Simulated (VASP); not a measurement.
# TePb (Pm-3m) in VASP: a series of runs

The runs below take TePb through vibrations by perturbation theory, with LDA, PBEsol, PBE.

All numbers are computed with VASP 6.6.1; they aren't measurements. Logs are shortened: lines on timing, memory, paths and dates and some standing lists are left out, and cuts for length are marked.

## 1. The cell of the first run

Symmetry: Pm-3m, No. 221, cubic system. The conventional cell has a = 4.002 Å, b = 4.002 Å, c = 4.002 Å, α = 90.00°, β = 90.00°, γ = 90.00°. Pb (site symmetry m-3m) has 8 Te at 3.47 Å and 6 Pb at 4.00 Å within 4.6 Å. Te (site symmetry m-3m) has 8 Pb at 3.47 Å and 6 Te at 4.00 Å within 4.6 Å.

## 2. Vibrations by perturbation theory, LDA

INCAR

```
PREC = Accurate
ENCUT = 520
EDIFF = 1E-8
ISMEAR = -1
SIGMA = 0.05
LREAL = F
LASPH = T
NELM = 100
ALGO = Normal
ISIF = 2
LWAVE = F
LCHARG = F
GGA = CA
NBANDS = 17
IBRION = 8
NSW = 1
```

KPOINTS

```
Automatic mesh
0
Gamma
  5 5 5
```

POSCAR

```
TePb
1.0
    4.0022870000      0.0000000000      0.0000000000
    0.0000000000      4.0022870000      0.0000000000
    0.0000000000      0.0000000000      4.0022870000
Pb Te
1 1
Direct
    0.0000000000      0.0000000000      0.0000000000
    0.5000000000      0.5000000000      0.5000000000
```

Potentials or basis: VASP PAW LDA potentials, release 64 (Pb_d, Te).

The run is started by

```
cat potpaw_LDA.64/Pb_d/POTCAR potpaw_LDA.64/Te/POTCAR > POTCAR
mpirun -np 1 vasp_std > vasp.out
```

OUTCAR:

```text
PREC = Accurate
   ENCUT = 520
   EDIFF = 1E-8
   ISMEAR = -1
   LREAL = F
   LASPH = T
   NELM = 100
   ISIF = 2
   GGA = CA
   IBRION = 8
   NSW = 1

 ion  position               nearest neighbor table
   1  0.000  0.000  0.000-   2 3.47   2 3.47   2 3.47   2 3.47   2 3.47   2 3.47   2 3.47   2 3.47

   2  0.500  0.500  0.500-   1 3.47   1 3.47   1 3.47   1 3.47   1 3.47   1 3.47   1 3.47   1 3.47

  LATTYP: Found a simple cubic cell.
 ALAT       =     4.0022870000

  Lattice vectors:

 A1 = (   4.0022870000,   0.0000000000,   0.0000000000)
 A2 = (   0.0000000000,   4.0022870000,   0.0000000000)
 A3 = (   0.0000000000,   0.0000000000,   4.0022870000)

Analysis of symmetry for initial positions (statically):
=====================================================================
 Subroutine PRICEL returns:
 Original cell was already a primitive cell.

 Routine SETGRP: Setting up the symmetry group for a
 simple cubic supercell.

 Subroutine GETGRP returns: Found 48 space group operations
 (whereof 48 operations were pure point group operations)
 out of a pool of 48 trial point group operations.

The static configuration has the point symmetry O_h .

Analysis of symmetry for dynamics (positions and initial velocities):
=====================================================================
 Subroutine PRICEL returns:
 Original cell was already a primitive cell.

 Routine SETGRP: Setting up the symmetry group for a
 simple cubic supercell.

 Subroutine GETGRP returns: Found 48 space group operations
 (whereof 48 operations were pure point group operations)
 out of a pool of 48 trial point group operations.

The dynamic configuration has the point symmetry O_h .

 Subroutine INISYM returns: Found 48 space group operations
 (whereof 48 operations are pure point group operations),
 and found     1 'primitive' translations

----------------------------------------------------------------------------------------

                                     Primitive cell
[... 342 lines left out ...]

 VOLUME and BASIS-vectors are now :
 -----------------------------------------------------------------------------
  energy-cutoff  :      520.00
  volume of cell :       64.11
      direct lattice vectors                 reciprocal lattice vectors
     4.002287000  0.000000000  0.000000000     0.249857144  0.000000000  0.000000000
     0.000000000  4.002287000  0.000000000     0.000000000  0.249857144  0.000000000
     0.000000000  0.000000000  4.002287000     0.000000000  0.000000000  0.249857144

 POSITION                                       TOTAL-FORCE (eV/Angst)
 -----------------------------------------------------------------------------------
      0.00000      0.00000      0.00000         0.000000      0.000000      0.000000
      2.00114      2.00114      2.00114         0.000000      0.000000      0.000000
 -----------------------------------------------------------------------------------
    total drift:                               -0.000000     -0.000000     -0.000000

  FREE ENERGIE OF THE ION-ELECTRON SYSTEM (eV)
  ---------------------------------------------------
  free  energy   TOTEN  =        -8.2976925481 eV

  energy  without entropy=       -8.2861600025  energy(sigma->0) =       -8.29192628

[... ionic steps 2 to 3 ...]

--------------------------------------- Ionic step        4  -------------------------------------------

------------------------ aborting loop because EDIFF is reached ----------------------------------------

[... ionic steps 5 to 6 ...]

--------------------------------------- Ionic step        7  -------------------------------------------

 Free energy of the ion-electron system (eV)
  ---------------------------------------------------
  ---------------------------------------------------
  free energy    TOTEN  =        -0.04855615 eV

  energy without entropy =       -0.04855614

------------------------ aborting loop because EDIFF is reached ----------------------------------------

 INTERNAL STRAIN TENSOR  FOR ION    2  DIRECTION 1   (eV/Angst):
 -----------------------------------------------------------------------------
    -0.02144  0.00000 -0.00000
     0.00000  0.01333  0.00000
    -0.00000  0.00000  0.01333

 INTERNAL STRAIN TENSOR FOR ION    2 for displacements in x,y,z  (eV/Angst):
          X           Y           Z          XY          YZ          ZX
  --------------------------------------------------------------------------------
  x     0.00000     0.00000     0.00000     0.00000     0.00000     0.00000
  y     0.00000     0.00000     0.00000     0.00000     0.00000     0.00000
  z     0.00000     0.00000     0.00000     0.00000     0.00000     0.00000

 SECOND DERIVATIVES (NOT SYMMETRIZED)
 ------------------------------------
               1X          1Y          1Z          2X          2Y          2Z
  1X     0.555832   -0.000000   -0.000000   -0.555832    0.000000    0.000000
  1Y    -0.000000    0.555832   -0.000000    0.000000   -0.555832    0.000000
  1Z     0.000000   -0.000000    0.555832   -0.000000    0.000000   -0.555832
  2X    -0.557843    0.000000   -0.000000    0.557843   -0.000000    0.000000
  2Y     0.000000   -0.557843    0.000000   -0.000000    0.557843   -0.000000
  2Z    -0.000000    0.000000   -0.557843    0.000000   -0.000000    0.557843

 Eigenvectors and eigenvalues of the dynamical matrix
 ----------------------------------------------------

   1 f  =    0.001151 THz     0.007233 2PiTHz    0.038401 cm-1     0.004761 meV
             X         Y         Z           dx          dy          dz
      0.000000  0.000000  0.000000     0.787228    0.000000    0.000000
      2.001143  2.001143  2.001143     0.616662    0.000000    0.000000
[... 21 lines left out ...]
   6 f/i=    1.313048 THz     8.250127 2PiTHz   43.798583 cm-1     5.430330 meV
             X         Y         Z           dx          dy          dz
      0.000000  0.000000  0.000000     0.616662   -0.000000    0.000000
      2.001143  2.001143  2.001143    -0.787228    0.000000    0.000000

--------------------------------------------------------------------------------------------------------

 ELASTIC MODULI CONTR FROM IONIC RELAXATION (kBar)
 Direction    XX          YY          ZZ          XY          YZ          ZX
 --------------------------------------------------------------------------------
 XX           0.0000      0.0000      0.0000      0.0000      0.0000      0.0000
 YY           0.0000      0.0000      0.0000      0.0000      0.0000      0.0000
 ZZ           0.0000      0.0000      0.0000      0.0000      0.0000      0.0000
 XY           0.0000      0.0000      0.0000      0.0000      0.0000      0.0000
 YZ           0.0000      0.0000      0.0000      0.0000      0.0000      0.0000
 ZX           0.0000      0.0000      0.0000      0.0000      0.0000      0.0000
 --------------------------------------------------------------------------------
```

Wall time 2.1 min (1 thread of AMD EPYC, shared host); peak memory 0.17 GiB.

What came out:

| Item | Value |
| --- | --- |
| Highest phonon frequency at Γ, LO-TO splitting left out | 0 cm⁻¹ |
| Most unstable mode | 44i cm⁻¹ |

Phonon frequencies in cm⁻¹ (negative: imaginary):
| q point | frequencies |
| --- | --- |
| (0.000, 0.000, 0.000) | -44 -44 -44 0 0 0 |

Caveat: the cell wasn't relaxed at this level first, which shifts response properties; some modes are imaginary; spin-orbit coupling is left out, which moves the levels of the heavy elements.

## 3. Vibrations by perturbation theory, PBEsol

INCAR

```
SYSTEM = TePb
  PREC = Accurate
  ENCUT = 520
  EDIFF = 1E-8
  ISMEAR = -1
  SIGMA = 0.05
  LREAL = .False.
  LASPH = .True.
  NELM = 60
  ALGO = Normal
  ISIF = 2
  LWAVE = .False.
  LCHARG = .True.
  GGA = PS
  NBANDS = 17
  IBRION = 8
  NSW = 1
```

KPOINTS

```
regular mesh
0
Gamma
  5 5 5
  0 0 0
```

POSCAR is that of step 2.

Potentials or basis: VASP PAW PBE potentials, release 64 (Pb_d, Te).

The run is started by

```
cat potpaw_PBE.64/Pb_d/POTCAR potpaw_PBE.64/Te/POTCAR > POTCAR
mpirun -np 1 vasp_std > vasp.out
```

OUTCAR:

```text
SYSTEM = TePb
   PREC = Accurate
   ENCUT = 520
   EDIFF = 1E-8
   ISMEAR = -1
   LREAL = .False.
   LASPH = .True.
   NELM = 60
   ISIF = 2
   GGA = PS
   IBRION = 8
   NSW = 1

 ion  position               nearest neighbor table
   1  0.000  0.000  0.000-   2 3.47   2 3.47   2 3.47   2 3.47   2 3.47   2 3.47   2 3.47   2 3.47

   2  0.500  0.500  0.500-   1 3.47   1 3.47   1 3.47   1 3.47   1 3.47   1 3.47   1 3.47   1 3.47

  LATTYP: Found a simple cubic cell.
 ALAT       =     4.0022870000

  Lattice vectors:

 A1 = (   4.0022870000,   0.0000000000,   0.0000000000)
 A2 = (   0.0000000000,   4.0022870000,   0.0000000000)
 A3 = (   0.0000000000,   0.0000000000,   4.0022870000)

Analysis of symmetry for initial positions (statically):
=====================================================================
 Subroutine PRICEL returns:
 Original cell was already a primitive cell.

 Routine SETGRP: Setting up the symmetry group for a
 simple cubic supercell.

 Subroutine GETGRP returns: Found 48 space group operations
 (whereof 48 operations were pure point group operations)
 out of a pool of 48 trial point group operations.

The static configuration has the point symmetry O_h .

Analysis of symmetry for dynamics (positions and initial velocities):
=====================================================================
 Subroutine PRICEL returns:
 Original cell was already a primitive cell.

 Routine SETGRP: Setting up the symmetry group for a
 simple cubic supercell.

 Subroutine GETGRP returns: Found 48 space group operations
 (whereof 48 operations were pure point group operations)
 out of a pool of 48 trial point group operations.

The dynamic configuration has the point symmetry O_h .
[... 365 lines left out ...]
    total drift:                               -0.000000     -0.000000     -0.000000

  FREE ENERGIE OF THE ION-ELECTRON SYSTEM (eV)
  ---------------------------------------------------
  free  energy   TOTEN  =        -7.8286808695 eV

  energy  without entropy=       -7.8171906732  energy(sigma->0) =       -7.82293577

[... ionic steps 2 to 3 ...]

--------------------------------------- Ionic step        4  -------------------------------------------

------------------------ aborting loop because EDIFF is reached ----------------------------------------

[... ionic steps 5 to 6 ...]

--------------------------------------- Ionic step        7  -------------------------------------------

 Free energy of the ion-electron system (eV)
  ---------------------------------------------------
  ---------------------------------------------------
  free energy    TOTEN  =        -0.04747914 eV

  energy without entropy =       -0.04747913

------------------------ aborting loop because EDIFF is reached ----------------------------------------

 INTERNAL STRAIN TENSOR  FOR ION    2  DIRECTION 1   (eV/Angst):
 -----------------------------------------------------------------------------
    -0.02099  0.00000 -0.00000
     0.00000  0.01307 -0.00000
    -0.00000 -0.00000  0.01307

 INTERNAL STRAIN TENSOR FOR ION    2 for displacements in x,y,z  (eV/Angst):
          X           Y           Z          XY          YZ          ZX
  --------------------------------------------------------------------------------
  x     0.00000     0.00000     0.00000     0.00000     0.00000     0.00000
  y     0.00000     0.00000     0.00000     0.00000     0.00000     0.00000
  z     0.00000     0.00000     0.00000     0.00000     0.00000     0.00000

 SECOND DERIVATIVES (NOT SYMMETRIZED)
 ------------------------------------
               1X          1Y          1Z          2X          2Y          2Z
  1X     0.371474    0.000000   -0.000000   -0.371474   -0.000000    0.000000
  1Y     0.000000    0.371474    0.000000   -0.000000   -0.371474   -0.000000
  1Z     0.000000    0.000000    0.371474   -0.000000   -0.000000   -0.371474
  2X    -0.374485   -0.000000   -0.000000    0.374485    0.000000    0.000000
  2Y     0.000000   -0.374485   -0.000000   -0.000000    0.374485    0.000000
  2Z    -0.000000    0.000000   -0.374485    0.000000   -0.000000    0.374485

 Eigenvectors and eigenvalues of the dynamical matrix
 ----------------------------------------------------

   1 f  =    0.002105 THz     0.013225 2PiTHz    0.070208 cm-1     0.008705 meV
             X         Y         Z           dx          dy          dz
      0.000000  0.000000  0.000000    -0.781382   -0.101094   -0.000000
      2.001143  2.001143  2.001143    -0.610720   -0.079014    0.000000
[... 21 lines left out ...]
   6 f/i=    1.074917 THz     6.753903 2PiTHz   35.855371 cm-1     4.445497 meV
             X         Y         Z           dx          dy          dz
      0.000000  0.000000  0.000000    -0.000000   -0.615810    0.000000
      2.001143  2.001143  2.001143    -0.000000    0.787895    0.000000

--------------------------------------------------------------------------------------------------------

 ELASTIC MODULI CONTR FROM IONIC RELAXATION (kBar)
 Direction    XX          YY          ZZ          XY          YZ          ZX
 --------------------------------------------------------------------------------
 XX           0.0000      0.0000      0.0000      0.0000      0.0000      0.0000
 YY           0.0000      0.0000      0.0000      0.0000      0.0000      0.0000
 ZZ           0.0000      0.0000      0.0000      0.0000      0.0000      0.0000
 XY           0.0000      0.0000      0.0000      0.0000      0.0000      0.0000
 YZ           0.0000      0.0000      0.0000      0.0000      0.0000      0.0000
 ZX           0.0000      0.0000      0.0000      0.0000      0.0000      0.0000
 --------------------------------------------------------------------------------
```

OSZICAR:

```text
N       E                     dE             d eps       ncg     rms          rms(c)
DAV:   1     0.145371303093E+03    0.14537E+03   -0.92055E+03   340   0.115E+03
[... 43 lines left out ...]
RMM:   7    -0.474797986517E-01    0.23625E-05   -0.93713E-08  1106   0.226E-03    0.415E-04
RMM:   8    -0.474795078190E-01    0.29083E-06   -0.19238E-08  1201   0.882E-04    0.376E-04
RMM:   9    -0.474792135771E-01    0.29424E-06   -0.47860E-09  1150   0.341E-04    0.397E-05
RMM:  10    -0.474791892453E-01    0.24332E-07   -0.16662E-09  1186   0.138E-04    0.282E-05
RMM:  11    -0.474791074866E-01    0.81759E-07    0.68481E-09  1193   0.716E-05    0.243E-05
RMM:  12    -0.474791378819E-01   -0.30395E-07   -0.13715E-08  1195   0.418E-05    0.450E-06
RMM:  13    -0.474791383857E-01   -0.50380E-09    0.11217E-08  1136   0.282E-05    0.354E-06
 Linear response finished
```

Run time: 64 s. Hardware: 1 thread of AMD EPYC 7R13 (Zen 3), shared host; peak memory 0.19 GiB.

Results:

* Highest phonon frequency at Γ, LO-TO splitting left out: 0 cm⁻¹
* Most unstable mode: 36i cm⁻¹

Phonon frequencies in cm⁻¹ (negative: imaginary):
| q point | frequencies |
| --- | --- |
| (0.000, 0.000, 0.000) | -36 -36 -36 0 0 0 |

Caveat: the cell wasn't relaxed at this level first, which shifts response properties; some modes are imaginary; spin-orbit coupling is left out, which moves the levels of the heavy elements.

(Continued in part 2 of 2.)
